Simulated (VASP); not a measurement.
# CaTaO6 (P4/mmm) in VASP: notebook

Runs on CaTaO6. Level: PBE. Tasks: single point, relaxation of cell and atoms.

All numbers are computed with VASP 6.6.1; they aren't measurements. Logs are shortened: lines on timing, memory, paths and dates and some standing lists are left out, and cuts for length are marked.

### Step 1. The cell of the first run

Symmetry: P4/mmm, No. 123, tetragonal system. Conventional cell: a = 4.456 Å, b = 4.456 Å, c = 4.952 Å, α = 90.00°, β = 90.00°, γ = 90.00°. Within 3.0 Å of Ca (site symmetry 4/mmm) lie 12 O at 2.23 to 2.92 Å. Within 3.1 Å of Ta (site symmetry 4/mmm) lie 8 O at 2.33 Å. Within 1.8 Å of O (site symmetry m2m) lie 1 O at 1.37 Å. O (site symmetry mmm) has 2 Ca at 2.23 Å and 4 O at 2.57 Å within 2.9 Å.

The cell was generated, and may not be a known phase.

### Step 2. Single point, PBE

INCAR

```
PREC     = Accurate       # precision mode
ENCUT    = 520            # plane-wave cutoff, eV
EDIFF    = 1E-6           # SCF threshold, eV
ISMEAR   = 0              # smearing method
SIGMA    = 0.2            # smearing width, eV
LREAL    = F              # projectors in reciprocal space
LASPH    = T              # aspherical terms in the spheres
NELM     = 80             # most SCF steps
ALGO     = Normal         # electronic algorithm
ISIF     = 2              # what is computed and relaxed
LWAVE    = F              # write WAVECAR
LCHARG   = F              # write CHGCAR
GGA      = PE             # functional
NBANDS   = 38             # bands
```

KPOINTS

```
Automatic mesh
0
Gamma
  4 4 2
```

POSCAR

```
CaTaO6
1.0
    4.4563689878      0.0000000000      0.0000000000
    0.0000000000      4.4563689878      0.0000000000
    0.0000000000      0.0000000000      4.9516111050
Ca Ta O
1 1 6
Direct
    0.5000000000      0.5000000000      0.5000000000
    0.0000000000      0.0000000000      0.0000000000
    0.1541793536      0.5000000000      0.0000000000
    0.8458206464      0.5000000000      0.0000000000
    0.5000000000      0.1541793536      0.0000000000
    0.5000000000      0.8458206464      0.0000000000
    0.0000000000      0.5000000000      0.5000000000
    0.5000000000      0.0000000000      0.5000000000
```

Potentials or basis: VASP PAW PBE potentials, release 64 (Ca_sv, Ta_pv, O).

Run with:

```console
$ cat potpaw_PBE.64/Ca_sv/POTCAR potpaw_PBE.64/Ta_pv/POTCAR potpaw_PBE.64/O/POTCAR > POTCAR
$ mpirun -np 1 vasp_std > vasp.out
```

OUTCAR:

```text
PREC = Accurate
   ENCUT = 520
   EDIFF = 1E-6
   ISMEAR = 0
   LREAL = F
   LASPH = T
   NELM = 80
   ISIF = 2
   GGA = PE

 ion  position               nearest neighbor table
   1  0.500  0.500  0.500-   7 2.23   8 2.23   8 2.23   7 2.23
   2  0.000  0.000  0.000-   3 2.33   4 2.33   5 2.33   6 2.33   3 2.33   4 2.33   5 2.33   6 2.33

   3  0.154  0.500  0.000-   4 1.37   2 2.33   2 2.33
   4  0.846  0.500  0.000-   3 1.37   2 2.33   2 2.33
   5  0.500  0.154  0.000-   6 1.37   2 2.33   2 2.33
   6  0.500  0.846  0.000-   5 1.37   2 2.33   2 2.33
   7  0.000  0.500  0.500-   1 2.23   1 2.23
   8  0.500  0.000  0.500-   1 2.23   1 2.23

  LATTYP: Found a simple tetragonal cell.
 ALAT       =     4.4563689878
 C/A-ratio  =     1.1111313086

  Lattice vectors:

 A1 = (   4.4563689878,   0.0000000000,   0.0000000000)
 A2 = (   0.0000000000,   4.4563689878,   0.0000000000)
 A3 = (   0.0000000000,   0.0000000000,   4.9516111050)

Analysis of symmetry for initial positions (statically):
=====================================================================
 Subroutine PRICEL returns:
 Original cell was already a primitive cell.

 Routine SETGRP: Setting up the symmetry group for a
 simple tetragonal supercell.

 Subroutine GETGRP returns: Found 16 space group operations
 (whereof 16 operations were pure point group operations)
 out of a pool of 16 trial point group operations.

The static configuration has the point symmetry D_4h.

Analysis of symmetry for dynamics (positions and initial velocities):
=====================================================================
 Subroutine PRICEL returns:
 Original cell was already a primitive cell.

 Routine SETGRP: Setting up the symmetry group for a
 simple tetragonal supercell.

 Subroutine GETGRP returns: Found 16 space group operations
 (whereof 16 operations were pure point group operations)
 out of a pool of 16 trial point group operations.

The dynamic configuration has the point symmetry D_4h.

 Subroutine INISYM returns: Found 16 space group operations
 (whereof 16 operations are pure point group operations),
 and found     1 'primitive' translations

----------------------------------------------------------------------------------------

                                     Primitive cell

  volume of cell :      98.3352

  direct lattice vectors                    reciprocal lattice vectors
     4.456368988  0.000000000  0.000000000     0.224397935  0.000000000  0.000000000
     0.000000000  4.456368988  0.000000000     0.000000000  0.224397935  0.000000000
     0.000000000  0.000000000  4.951611105     0.000000000  0.000000000  0.201954471

  length of vectors
     4.456368988  4.456368988  4.951611105     0.224397935  0.224397935  0.201954471

  position of ions in fractional coordinates (direct lattice)
     0.500000000  0.500000000  0.500000000
     0.000000000  0.000000000  0.000000000
     0.154179354  0.500000000  0.000000000
     0.845820646  0.500000000  0.000000000
     0.500000000  0.154179354  0.000000000
     0.500000000  0.845820646  0.000000000
     0.000000000  0.500000000  0.500000000
     0.500000000  0.000000000  0.500000000

  ion indices of the primitive-cell ions
   primitive index   ion index
                 1           1
                 2           2
                 3           3
                 4           4
                 5           5
                 6           6
                 7           7
                 8           8

----------------------------------------------------------------------------------------

 KPOINTS: Automatic mesh

Automatic generation of k-mesh.
 Grid dimensions read from file:
 generate k-points for:    4    4    2

 Generating k-lattice:

  Cartesian coordinates                     Fractional coordinates (reciprocal lattice)
     0.056099484  0.000000000  0.000000000     0.250000000  0.000000000  0.000000000
     0.000000000  0.056099484  0.000000000     0.000000000  0.250000000  0.000000000
     0.000000000  0.000000000  0.100977235     0.000000000  0.000000000  0.500000000

  Length of vectors
     0.056099484  0.056099484  0.100977235

  Shift w.r.t. Gamma in fractional coordinates (k-lattice)
     0.000000000  0.000000000  0.000000000

 Subroutine IBZKPT returns following result:
 ===========================================

 Found     12 irreducible k-points:

 Following reciprocal coordinates:
            Coordinates               Weight
  0.000000  0.000000  0.000000      1.000000
  0.250000  0.000000  0.000000      4.000000
  0.500000  0.000000  0.000000      2.000000
  0.250000  0.250000  0.000000      4.000000
  0.500000  0.250000  0.000000      4.000000
  0.500000  0.500000  0.000000      1.000000
  0.000000  0.000000  0.500000      1.000000
  0.250000  0.000000  0.500000      4.000000
  0.500000  0.000000  0.500000      2.000000
  0.250000  0.250000  0.500000      4.000000
  0.500000  0.250000  0.500000      4.000000
  0.500000  0.500000  0.500000      1.000000
   k-points           NKPTS =     12   k-points in BZ     NKDIM =     12   number of bands    NBANDS=     38
   number of dos      NEDOS =    301   number of ions     NIONS =      8
   total plane-waves  NPLWV =  51840
   dimension x,y,z NGX =    36 NGY =   36 NGZ =   40
   dimension x,y,z NGXF=    72 NGYF=   72 NGZF=   80
   ions per type =               1   1   6
   NGX,Y,Z   is equivalent  to a cutoff of  13.43, 13.43, 13.43 a.u.
   NGXF,Y,Z  is equivalent  to a cutoff of  26.86, 26.86, 26.86 a.u.
 SYSTEM =  unknown system
   PREC   = accura    normal or accurate (medium, high low for compatibility)
   ISTART =      0    job   : 0-new  1-cont  2-samecut
   ICHARG =      2    charge: 1-file 2-atom 10-const
   ISPIN  =      1    spin polarized calculation?
   LNONCOLLINEAR =      F non collinear calculations
   LSORBIT =      F    spin-orbit coupling
   LASPH  =      T    aspherical Exc in radial PAW
   ENCUT  =  520.0 eV  38.22 Ry    6.18 a.u.   8.29  8.29  9.21*2*pi/ulx,y,z
   NELM   =     80;   NELMIN=  2; NELMDL= -5     # of ELM steps
   EDIFF  = 0.1E-05   stopping-criterion for ELM
   LREAL  =      F    real-space projection
   EDIFFG = 0.1E-04   stopping-criterion for IOM
   NSW    =      0    number of steps for IOM
   IBRION =     -1    ionic relax: 0-MD 1-quasi-New 2-CG
   NFREE  =      0    steps in history (QN), initial steepest desc. (CG)
   ISIF   =      2    stress and relaxation
   ISYM   =      2    0-nonsym 1-usesym 2-fastsym
   POTIM  = 0.5000    time-step for ionic-motion
   TEBEG  =    0.0;   TEEND  =   0.0 temperature during run
   PSTRESS=    0.0 pullay stress
   NELECT =      57.0000    total number of electrons
   NUPDOWN=      -1.0000    fix difference up-down
   EMIN   =  10.00;   EMAX   =-10.00  energy-range for DOS
   EFERMI =   0.00;   METHOD = LEGACY
   ISMEAR =     0;   SIGMA  =   0.20  broadening in eV -4-tet -1-fermi 0-gaus
   EFERMI_NEDOS =   21; number of points for ismear=-14 and -15
   IALGO  =     38    algorithm
   IMIX   =      4    mixing-type and parameters
     AMIX     =   0.40;   BMIX     =  1.00
     AMIX_MAG =   1.60;   BMIX_MAG =  1.00
  volume/ion in A,a.u.               =      12.29        82.95
  Fermi-wavevector in a.u.,A,eV,Ry     =   1.364992  2.579461 25.350426  1.863204
  Thomas-Fermi vector in A             =   2.491260
   LORBIT       =      0    0 simple, 1 ext, 2 COOP (PROOUT), +10 PAW based schemes
   GGA     = PE    functional components
   LHFCALC =     F    Hartree Fock is set to
   AEXX    =    0.0000 exact exchange contribution
   IVDW    =     0    specifies the selected vdW correction
   LEPSILON=     F    determine dielectric tensor
   LRPA    =     F    only Hartree local field effects (RPA)
 non-spin polarized calculation
 Gauss-broadening in eV      SIGMA  =   0.20
  energy-cutoff  :      520.00
  volume of cell :       98.34
 maximum number of plane-waves:      2672
 NGX is ok and might be reduce to    36
   NGX = 17   NGY = 17   NGZ = 19

 number of electron      56.9999972 magnetization

 Free energy of the ion-electron system (eV)
  ---------------------------------------------------
  ext. energy  EPLUGINS =         0.00000000
  ---------------------------------------------------
  free energy    TOTEN  =       -45.21665611 eV

  energy without entropy =      -45.03030901  energy(sigma->0) =      -45.12348256

 E-fermi :   2.6864     XC(G=0): -10.5779

 val. band max:        2.6747367399   @ k =   0.5000   0.5000   0.5000
 cond. band min:       2.7043315200   @ k =   0.2500   0.0000   0.0000
 fundamental gap:      0.0295947802
 Fermi energy:         2.6863796542

 k-point     1 :       0.0000    0.0000    0.0000
  band No.  band energies     occupation
      1     -34.8191      2.00000
      2     -34.6149      2.00000
      3     -34.6149      2.00000
      4     -34.5454      2.00000
      5     -21.9081      2.00000
      6     -21.1480      2.00000
[... 30 lines left out ...]
     37       8.5949      0.00000
     38       9.8501      0.00000

 k-point     2 :       0.2500    0.0000    0.0000
  band No.  band energies     occupation
      1     -34.8179      2.00000
      2     -34.6319      2.00000
      3     -34.6143      2.00000
      4     -34.5451      2.00000
      5     -21.7442      2.00000
      6     -21.1857      2.00000
[... 30 lines left out ...]
     37       8.8469      0.00000
     38       9.9905      0.00000

 k-point     3 :       0.5000    0.0000    0.0000
  band No.  band energies     occupation
      1     -34.8167      2.00000
      2     -34.6486      2.00000
      3     -34.6137      2.00000
      4     -34.5448      2.00000
      5     -21.5184      2.00000
      6     -21.2836      2.00000
[... 30 lines left out ...]
     37       9.0429      0.00000
[... 289 lines left out ...]
 k-point    11 :       0.5000    0.2500    0.5000
  band No.  band energies     occupation
      1     -34.8136      2.00000
      2     -34.6488      2.00000
      3     -34.6310      2.00000
      4     -34.5451      2.00000
      5     -21.3697      2.00000
      6     -21.2564      2.00000
[... 30 lines left out ...]
     37       9.1831      0.00000
     38       9.6883      0.00000

 k-point    12 :       0.5000    0.5000    0.5000
  band No.  band energies     occupation
      1     -34.8120      2.00000
      2     -34.6481      2.00000
      3     -34.6481      2.00000
      4     -34.5448      2.00000
      5     -21.2283      2.00000
      6     -21.2283      2.00000
[... 30 lines left out ...]
     37       9.9236      0.00000
     38      10.1612      0.00000

------------------------ aborting loop because EDIFF is reached ----------------------------------------

  FORCE on cell =-STRESS in cart. coord.  units (eV):
  Direction    XX          YY          ZZ          XY          YZ          ZX
  --------------------------------------------------------------------------------------
  -------------------------------------------------------------------------------------
  Total        1.1510956      1.1510956     -0.3321382      0.0000000      0.0000000      0.0000000
  in kB       18.7548308     18.7548308     -5.4115371      0.0000000      0.0000000      0.0000000
  external PRESSURE =      10.6993748 kB  Pullay stress =       0.0000000 kB

 VOLUME and BASIS-vectors are now :
 -----------------------------------------------------------------------------
  energy-cutoff  :      520.00
  volume of cell :       98.34
      direct lattice vectors                 reciprocal lattice vectors
     4.456368988  0.000000000  0.000000000     0.224397935  0.000000000  0.000000000
     0.000000000  4.456368988  0.000000000     0.000000000  0.224397935  0.000000000
     0.000000000  0.000000000  4.951611105     0.000000000  0.000000000  0.201954471

 POSITION                                       TOTAL-FORCE (eV/Angst)
 -----------------------------------------------------------------------------------
      2.22818      2.22818      2.47581         0.000000     -0.000000      0.000000
      0.00000      0.00000      0.00000         0.000000     -0.000000      0.000000
      0.68708      2.22818      0.00000         0.452831     -0.000000      0.000000
      3.76929      2.22818      0.00000        -0.452831     -0.000000      0.000000
      2.22818      0.68708      0.00000         0.000000      0.452831      0.000000
      2.22818      3.76929      0.00000         0.000000     -0.452831      0.000000
      0.00000      2.22818      2.47581         0.000000     -0.000000      0.000000
      2.22818      0.00000      2.47581         0.000000     -0.000000      0.000000
 -----------------------------------------------------------------------------------
    total drift:                                0.000000     -0.000000      0.000000

  FREE ENERGIE OF THE ION-ELECTRON SYSTEM (eV)
  ---------------------------------------------------
  free  energy   TOTEN  =       -45.2166561057 eV

  energy  without entropy=      -45.0303090061  energy(sigma->0) =      -45.12348256
```

Wall time 2 min (1 thread of AMD EPYC 7R43 (Zen 3), shared host); peak memory 0.19 GiB.

What came out:

```
Free energy            : -45.2167 eV
Pressure               : 1.1 GPa
Largest force          : 0.453 eV/Å
Band gap on the k mesh : zero (an odd number of electrons rules out a gap without spin polarisation)
```

Forces in eV/Å, atoms in the order of the input:
```
Ca   0.000  0.000  0.000
Ta   0.000  0.000  0.000
O    0.453  0.000  0.000
O   -0.453  0.000  0.000
O    0.000  0.453  0.000
O    0.000 -0.453  0.000
O    0.000  0.000  0.000
O    0.000  0.000  0.000
```

Levels at points of the mesh, in eV from the Fermi level:
```tsv
k point	band 25	band 26	band 27	band 28	band 29	band 30	band 31	band 32	band 33	band 34
(0.00, 0.00, 0.00)	-0.51	-0.25	-0.18	-0.18	0.11	0.31	0.31	0.54	1.05	2.44
(0.50, 0.00, 0.00)	-1.10	-1.05	-0.47	-0.38	-0.19	-0.09	0.73	0.99	1.44	2.88
(0.50, 0.50, 0.00)	-1.22	-0.18	-0.18	-0.04	-0.03	0.46	0.80	0.80	0.97	3.35
(0.00, 0.00, 0.50)	-0.78	-0.74	-0.07	-0.07	0.54	0.64	0.84	0.84	1.13	3.19
(0.50, 0.00, 0.50)	-1.31	-1.25	-0.97	-0.54	0.10	0.42	0.46	0.83	1.63	2.87
(0.50, 0.50, 0.50)	-1.14	-1.10	-1.10	-0.07	-0.01	0.26	0.47	0.66	0.66	3.65
```

Caveat: the k points lie up to 0.63 Å⁻¹ apart, too coarse for converged energies and pressures of a metal; spin-orbit coupling is left out, which moves the levels of the heavy elements; an odd number of electrons without spin polarisation forces a metal; a magnetic or distorted state may lie lower.

### Step 3. Relaxation of cell and atoms, PBE

This run uses another cell than the first one, of 12.99 Å³/atom.

INCAR

```
PREC = Accurate
ENCUT = 600
EDIFF = 1E-6
ISMEAR = 0
SIGMA = 0.2
LREAL = F
LASPH = T
NELM = 100
ALGO = Normal
ISIF = 3
LWAVE = F
LCHARG = F
GGA = PE
IBRION = 2
NSW = 36
EDIFFG = -0.08
```

KPOINTS is that of step 2.

POSCAR

```
CaTaO6
1.0
    3.7133062800      0.0000000000      0.0000000000
    0.0000000000      3.7133062800      0.0000000000
    0.0000000000      0.0000000000      7.5386777600
Ca Ta O
1 1 6
Direct
    0.5000000000      0.5000000000      0.5000000000
    0.0000000000      0.0000000000      0.0000000000
    0.1620489200      0.5000000000      0.0000000000
    0.8379510800      0.5000000000      0.0000000000
    0.5000000000      0.1620489200      0.0000000000
    0.5000000000      0.8379510800      0.0000000000
    0.0000000000      0.5000000000      0.5000000000
    0.5000000000      0.0000000000      0.5000000000
```

Potentials or basis: VASP PAW PBE potentials, release 64 (Ca_sv, Ta_pv, O).

Run with:

```console
$ cat potpaw_PBE.64/Ca_sv/POTCAR potpaw_PBE.64/Ta_pv/POTCAR potpaw_PBE.64/O/POTCAR > POTCAR
$ mpirun -np 1 vasp_std > vasp.out
```

It took 37 min on 1 thread of AMD EPYC 7R43 (Zen 3), shared host; peak memory 0.22 GiB.

It converged, with:

```yaml
Free_energy: -45.1656 eV
Relaxed_volume: 12.14 Å³/atom
Relaxed_cell: a = 4.451 Å, b = 4.451 Å, c = 4.903 Å, α = 90.00°, β = 90.00°, γ = 90.00°
Space_group_after_relaxing_to_0.1_Å: P4/mmm (No. 123)
Pressure_after_relaxing: 0.3 GPa
Largest_force_after_relaxing: 0.008 eV/Å
Band_gap_on_the_k_mesh: zero (an odd number of electrons rules out a gap without spin polarisation)
```

Forces in eV/Å, atoms in the order of the input:
```
Ca   0.000  0.000  0.000
Ta   0.000  0.000  0.000
O   -0.008  0.000  0.000
O    0.008  0.000  0.000
O    0.000 -0.008  0.000
O    0.000  0.008  0.000
O    0.000  0.000  0.000
O    0.000  0.000  0.000
```

Stress tensor (GPa, compression positive):
```
0.43 0.00 0.00
0.00 0.43 0.00
0.00 0.00 0.18
```

Final structure:
```
Ca Ta O
1.0
     4.45127    0.00000    0.00000
     0.00000    4.45127    0.00000
     0.00000    0.00000    4.90308
Ca Ta O
1 1 6
Direct
  0.50000 0.50000 0.50000
  0.00000 0.00000 0.00000
  0.15592 0.50000 0.00000
  0.84408 0.50000 0.00000
  0.50000 0.15592 0.00000
  0.50000 0.84408 0.00000
  0.00000 0.50000 0.50000
  0.50000 0.00000 0.50000
```

Levels at points of the mesh, in eV from the Fermi level:
```tsv
k point	band 27	band 28	band 29	band 30	band 31	band 32
(0.00, 0.00, 0.00)	-0.22	-0.22	0.12	0.29	0.29	0.54
(0.50, 0.00, 0.00)	-0.50	-0.39	-0.16	-0.07	0.73	0.98
(0.50, 0.50, 0.00)	-0.15	-0.08	-0.07	0.40	0.80	0.80
(0.00, 0.00, 0.50)	-0.07	-0.07	0.54	0.64	0.85	0.85
(0.50, 0.00, 0.50)	-1.03	-0.55	0.09	0.42	0.48	0.82
(0.50, 0.50, 0.50)	-1.14	-0.12	-0.01	0.25	0.42	0.67
```

Caveat: the k points lie up to 0.64 Å⁻¹ apart in the final cell, too coarse for converged energies and pressures of a metal; the standard files for N, O and F lose accuracy on very short bonds; a cell axis changed by over 15 % at a fixed basis, so the end point is rough; spin-orbit coupling is left out, which moves the levels of the heavy elements; an odd number of electrons without spin polarisation forces a metal; a magnetic or distorted state may lie lower.

The gap in the log of VASP goes by the Fermi energy; the results here count the filled bands.